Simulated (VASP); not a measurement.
The system is WSe2.

```
W Se
1.0
     3.31993    0.00000    0.00000
    -1.65997    2.87515    0.00000
     0.00000    0.00000   13.73719
W Se
2 4
Direct
  0.66667 0.33333 0.75000
  0.33333 0.66667 0.25000
  0.33333 0.66667 0.87100
  0.66667 0.33333 0.37100
  0.33333 0.66667 0.62900
  0.66667 0.33333 0.12900
```

| Property | Result |
| --- | --- |
| Program | VASP 6.6.1 |
| Task | relaxation of cell and atoms |
| Functional | PBE |
| Dispersion | D3(BJ) |
| Potentials or basis | VASP PAW PBE potentials, release 64 (W_sv, Se) |
| Cutoff | 600 eV |
| k mesh | 12 × 12 × 2 |
| Occupations | fermi-dirac, width 0.02 eV |
| Spin | no spin polarisation |

At the start: pressure -1.3 GPa; volume 21.85 Å³/atom.

How do energy, volume and symmetry change on relaxing?

Over 18 steps the energy falls by 21.3 meV/atom and the volume is 19.88 Å³/atom (-9.1 %); space group P6_3/mmc (No. 194, to 0.05 Å).

The path:
| step | energy change (eV) | largest force (eV/Å) | pressure (GPa) | volume (Å³) |
| --- | --- | --- | --- | --- |
| 1 | 0.0000 | 0.2969 | -1.32 | 131.13 |
| 2 | -0.0299 | 0.3373 | 0.71 | 127.73 |
| 3 | -0.0299 | 0.3379 | 0.74 | 127.68 |
| 4 | -0.0371 | 0.1212 | -1.35 | 127.68 |
| 5 | -0.0400 | 0.0371 | -0.63 | 127.68 |
| 6 | -0.0604 | 0.0407 | -0.57 | 126.35 |
| 7 | -0.1100 | 0.0605 | -0.15 | 122.37 |
| 8 | -0.0753 | 0.0572 | 2.23 | 114.39 |
| 9 | -0.1230 | 0.1570 | 0.72 | 120.02 |
| 10 | -0.1245 | 0.1525 | 1.03 | 118.63 |
| 11 | -0.1137 | 0.2978 | -1.58 | 118.83 |
| 12 | -0.1268 | 0.0196 | 0.25 | 118.69 |
| 13 | -0.1268 | 0.0165 | 0.23 | 118.69 |
| 14 | -0.1274 | 0.0009 | 0.07 | 119.02 |
| 15 | -0.1275 | 0.0109 | -0.02 | 119.21 |
| 16 | -0.1275 | 0.0114 | -0.02 | 119.22 |
| 17 | -0.1275 | 0.0020 | 0.04 | 119.26 |
| 18 | -0.1275 | 0.0008 | 0.03 | 119.25 |

Final structure:
```
CELL_PARAMETERS angstrom
3.28049 0.00000 0.00000
-1.64024 2.84099 0.00000
0.00000 0.00000 12.79568
ATOMIC_POSITIONS crystal
W 0.66667 0.33333 0.75000
W 0.33333 0.66667 0.25000
Se 0.33333 0.66667 0.88180
Se 0.66667 0.33333 0.38180
Se 0.33333 0.66667 0.61820
Se 0.66667 0.33333 0.11820
```
